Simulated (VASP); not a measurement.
Runs of VASP 6.6.1 on Zr3Mn. The structure is that of space group Pm-3m (No. 221), or close to it. The cells are those of the table. 

| cell | gap on the mesh (eV) | pressure (GPa) | moment (μB) |
| --- | --- | --- | --- |
| a = 4.314 Å, 4 atoms | none | 3.6 | 3.13 |
| a = 4.402 Å, 4 atoms | none | -1.8 | 3.37 |
| a = 4.344 Å, 4 atoms | none | (a) | 3.20 |
| a = 4.373 Å, 4 atoms | none | -0.2 | (b) |
| a = 4.284 Å, 4 atoms | none | 5.8 | (c) |

Alike in all rows: task single point; level PBE; potentials or basis VASP PAW PBE potentials, release 64 (Zr_sv, Mn_pv); spin collinear, ferromagnetic start; k mesh 6 × 6 × 6; cutoff (eV) 520; smearing fermi-dirac 0.05 eV.

Fill in the values left out.

(a) 1.6; (b) 3.28; (c) 3.08.

Caveats: the cell stands under pressure (at least some runs).

A k mesh can miss the band edges, and the runs leave out spin-orbit coupling on Zr.

A gap of «none» marks levels without a gap at the run's occupations.
